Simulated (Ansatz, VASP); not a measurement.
**C in VASP and in Ansatz**

```xyz
2
Lattice="0.0000 1.7616 1.7616 1.7616 0.0000 1.7616 1.7616 1.7616 0.0000" Properties=species:S:1:pos:R:3 pbc="T T T"
C     0.0000    0.0000    0.0000
C     0.8808    0.8808    0.8808
```

Alike in both runs: task single point; functional PBE; k mesh 22 × 22 × 22; occupations gaussian, width 0.05 eV; no spin polarisation.

|  | VASP | Ansatz |
| --- | --- | --- |
| version | VASP 6.6.1 | Ansatz 0.2.0 |
| potentials or method | VASP PAW PBE potentials, release 64 (C), cutoff 520 eV | scalar-relativistic, plane waves, PAW |
| valence electrons in the cell | 8 | 8 |

```csv
,VASP,Ansatz,Ansatz less VASP
gap on the k mesh at the Fermi level (eV),4.21,4.22,+0.007
least direct gap on the mesh (eV),5.69,5.70,+0.005
pressure (GPa),19.9,19.1,-0.84
```

The functional is the same, so the differences come from potentials, cutoffs and numerics.
